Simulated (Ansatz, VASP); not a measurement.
**Two plane-wave programs on CdSe**

```xyz
2
Lattice="0.0000 3.0703 3.0703 3.0703 0.0000 3.0703 3.0703 3.0703 0.0000" Properties=species:S:1:pos:R:3 pbc="T T T"
Cd    0.0000    0.0000    0.0000
Se    4.1554    4.1554    4.6054
```

Alike in both runs: task single point; functional PBE; k mesh 10 × 10 × 10; occupations gaussian, width 0.05 eV; no spin polarisation.

|  | VASP | Ansatz |
| --- | --- | --- |
| version | VASP 6.6.1 | Ansatz 0.2.0 |
| potentials or method | VASP PAW PBE potentials, release 64 (Cd, Se), cutoff 520 eV | scalar-relativistic, plane waves, PAW |
| valence electrons in the cell | 18 | 36 |

VASP gave:

| Property | Result |
| --- | --- |
| gap on the k mesh at the Fermi level (eV) | 0.49 |
| least direct gap on the mesh (eV) | 0.49 |
| pressure (GPa) | 10.5 |
| traceless stress, the component that is largest in VASP (GPa) | -12.32 |
| rms of the force components (eV/Å) | 3.611 |

**Question.** Which values does Ansatz return?

**Answer.** gap on the k mesh at the Fermi level (eV): 0.49; least direct gap on the mesh (eV): 0.49; pressure (GPa): 10.0; traceless stress, the component that is largest in VASP (GPa): -11.88; rms of the force components (eV/Å): 3.505.

Atom by atom the forces differ by 0.106 eV/Å (rms over components). VASP's potentials hold 18 valence electrons a cell and Ansatz's 36, so a difference there can come from the potentials and not from the codes.
